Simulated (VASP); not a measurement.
Write the native input for VASP 6.6.1 that does the following.

- Task: G0W0 quasiparticle levels
- Functional: PBE
- Potentials or basis: VASP PAW PBE potentials, release 64 (Si_GW, C_GW)
- Cutoff: 500 eV
- k mesh: 2 × 2 × 2
- Occupations: gaussian, width 0.01 eV
- Spin: no spin polarisation
- Dipole correction: no
- GW scheme: G0W0
- GW iterations: 1
- Cutoff of the response function: 143.3
- Frequency points: 48
- Empty bands: 144
- Further INCAR settings: ALGO = EVGW0; EDIFF = 1e-08; NBANDS = 148

The system is SiC.

```
Si C
1.0
     0.00000    2.17900    2.17900
     2.17900    0.00000    2.17900
     2.17900    2.17900    0.00000
Si C
1 1
Direct
  0.00000 0.00000 0.00000
  0.25000 0.25000 0.25000
```

One way to write it, as run:

POSCAR

```
SiC
1.0
    0.0000000000      2.1790000000      2.1790000000
    2.1790000000      0.0000000000      2.1790000000
    2.1790000000      2.1790000000      0.0000000000
Si C
1 1
Direct
    0.0000000000      0.0000000000      0.0000000000
    0.2500000000      0.2500000000      0.2500000000
```

INCAR.step1

```
SYSTEM = SiC
ALGO     = Normal         ! electronic algorithm
EDIFF    = 1E-8           ! SCF threshold, eV
ENCUT    = 500            ! plane-wave cutoff, eV
GGA      = PE             ! functional
ISMEAR   = 0              ! smearing method
LASPH    = .True.         ! aspherical terms in the spheres
LCHARG   = .False.        ! write CHGCAR
LREAL    = .False.        ! projectors in reciprocal space
LWAVE    = .True.         ! write WAVECAR
NELM     = 80             ! most SCF steps
PREC     = Accurate       ! precision mode
SIGMA    = 0.01           ! smearing width, eV
```

INCAR.step2

```
SYSTEM = SiC
ALGO     = Exact          ! electronic algorithm
EDIFF    = 1E-8           ! SCF threshold, eV
ENCUT    = 500            ! plane-wave cutoff, eV
GGA      = PE             ! functional
ISMEAR   = 0              ! smearing method
ISTART   = 1            
LASPH    = .True.         ! aspherical terms in the spheres
LCHARG   = .False.        ! write CHGCAR
LOPTICS  = .True.         ! frequency-dependent dielectric function
LREAL    = .False.        ! projectors in reciprocal space
LWAVE    = .True.         ! write WAVECAR
NBANDS   = 148            ! bands
NELM     = 1              ! most SCF steps
PREC     = Accurate       ! precision mode
SIGMA    = 0.01           ! smearing width, eV
```

INCAR.step3

```
SYSTEM = SiC
ALGO     = EVGW0          ! electronic algorithm
EDIFF    = 1E-8           ! SCF threshold, eV
ENCUT    = 500            ! plane-wave cutoff, eV
ENCUTGW  = 143.3          ! cutoff of the response function
GGA      = PE             ! functional
ISMEAR   = 0              ! smearing method
ISTART   = 1            
LASPH    = .True.         ! aspherical terms in the spheres
LCHARG   = .False.        ! write CHGCAR
LREAL    = .False.        ! projectors in reciprocal space
LWAVE    = .False.        ! write WAVECAR
NBANDS   = 148            ! bands
NBANDSGW = 12           
NELMGW   = 1            
NOMEGA   = 48             ! frequency points
PREC     = Accurate       ! precision mode
PRECFOCK = Fast         
SIGMA    = 0.01           ! smearing width, eV
```

KPOINTS

```
k-points
0
Gamma
  2 2 2
  0 0 0
```

Potentials or basis: VASP PAW PBE potentials, release 64 (Si_GW, C_GW).

Run with:

```bash
$ cat potpaw_PBE.64/Si_GW/POTCAR potpaw_PBE.64/C_GW/POTCAR > POTCAR
$ cp INCAR.step1 INCAR
$ mpirun -np 1 vasp_std > vasp.out
$ cp INCAR.step2 INCAR
$ mpirun -np 1 vasp_std > vasp.out
$ cp INCAR.step3 INCAR
$ mpirun -np 1 vasp_std > vasp.out
```

It gave:

```yaml
Band_gap_on_the_k_mesh_mean-field_level: 0.94 eV, indirect (least direct gap 4.30 eV)
Quasiparticle_gap: 1.47 eV
Least_direct_quasiparticle_gap: 5.04 eV
```

Caveat: the k points lie up to 1.25 Å⁻¹ apart; bands, screening cutoff and mesh are small and nothing is extrapolated, so the quasiparticle values aren't converged.

Run time: 16 s on 1 thread of Intel Xeon 8259CL (shared host), peak memory 0.16 GiB.
